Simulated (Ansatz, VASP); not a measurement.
## Li2Se: VASP beside Ansatz

The input INCAR:

```
PREC = Accurate
ENCUT = 750
EDIFF = 1E-6
ISMEAR = 0
SIGMA = 0.05
LREAL = False
LASPH = True
NELM = 120
ALGO = Normal
ISIF = 2
LWAVE = False
LCHARG = True
GGA = PE
IVDW = 13
LELF = True
LVHAR = True
NBANDS = 13
GGA_COMPAT = False
```

File KPOINTS:

```
regular mesh
0
Gamma
  8 8 8
```

POSCAR

```
Li2Se
1.0
    0.0000000000      2.9946711783      2.9946711783
    2.9946711783      0.0000000000      2.9946711783
    2.9946711783      2.9946711783      0.0000000000
Li Se
2 1
Direct
    0.2500000000      0.2500000000      0.2500000000
    0.7500000000      0.7500000000      0.7500000000
    0.0000000000      0.0000000000      0.0000000000
```

Input for Ansatz:

```yaml
crystal:
  lattice:
    - [0.0, 2.9946711783, 2.9946711783]
    - [2.9946711783, 0.0, 2.9946711783]
    - [2.9946711783, 2.9946711783, 0.0]
  atoms:
    - { symbol: Li, position: [0.25, 0.25, 0.25] }
    - { symbol: Li, position: [0.75, 0.75, 0.75] }
    - { symbol: Se, position: [0.0, 0.0, 0.0] }
basis:
  ecutwfc: 420
  ecutrho_ratio: 4
kpoints:
  mp_grid: { grid: [8, 8, 8] }
hamiltonian:
  xc: pbe
  dispersion: d4
scf:
  occupations: { method: gaussian, width: 0.05 }
output:
  forces: true
  stress: true
  eigenvalues: true
```

Alike in both runs: task single point; functional PBE; dispersion D4; k mesh 8 × 8 × 8; occupations gaussian, width 0.05 eV; no spin polarisation.

```csv
,VASP,Ansatz
version,VASP 6.6.1,Ansatz 0.2.0
potentials or method,"VASP PAW PBE potentials, release 64 (Li_sv, Se), cutoff 750 eV","scalar-relativistic, plane waves, PAW"
valence electrons in the cell,12,22
```

Ansatz gave:

```
gap on the k mesh at the Fermi level (eV) : 2.97
least direct gap on the mesh (eV)         : 3.41
pressure (GPa)                            : -0.9
```

Task: What did VASP give for the same quantities?

Result: gap on the k mesh at the Fermi level (eV): 2.97; least direct gap on the mesh (eV): 3.42; pressure (GPa): -1.0.

VASP's potentials hold 12 valence electrons a cell and Ansatz's 22, so a difference there can come from the potentials and not from the codes.
